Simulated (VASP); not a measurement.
Runs of VASP 6.6.1 on Na. The structure is that of space group Im-3m (No. 229), or close to it. The cells are those of the table. 

```tsv
task	cell	gap on the mesh (eV)	pressure (GPa)
single point	a = 3.530 Å, angles 109.5°, 1 atom	none	1.0
single point	a = 3.442 Å, angles 109.5°, 1 atom	none	(b)
single point	a = 3.178 Å, angles 109.5°, 1 atom	none	6.8
single point	a = 3.085 Å, angles 109.5°, 1 atom	none	10.2
single point	a = 3.309 Å, angles 109.5°, 1 atom	none	(a)
single point	a = 3.658 Å, angles 109.5°, 1 atom	none	0.1
relaxation of cell and atoms	relaxed to 1 GPa from a = 3.658 Å, angles 109.5°, 1 atom	none	1.0
```

Alike in all rows: level r2SCAN; potentials or basis VASP PAW PBE potentials, release 64 (Na_pv); no spin polarisation; k mesh 18 × 18 × 18; cutoff (eV) 550; smearing fermi-dirac 0.1 eV.

Problem. Estimate the missing entries.

Solution. (a) 4.0; (b) 2.1.

Caveats: the PAW data sets were made with another functional, which shifts forces and pressure a little; the cell stands under pressure (at least some runs); the cell is relaxed towards a set pressure, so the run minimises the enthalpy, not the energy (at least some runs).

A gap of «none» marks levels without a gap at the run's occupations.
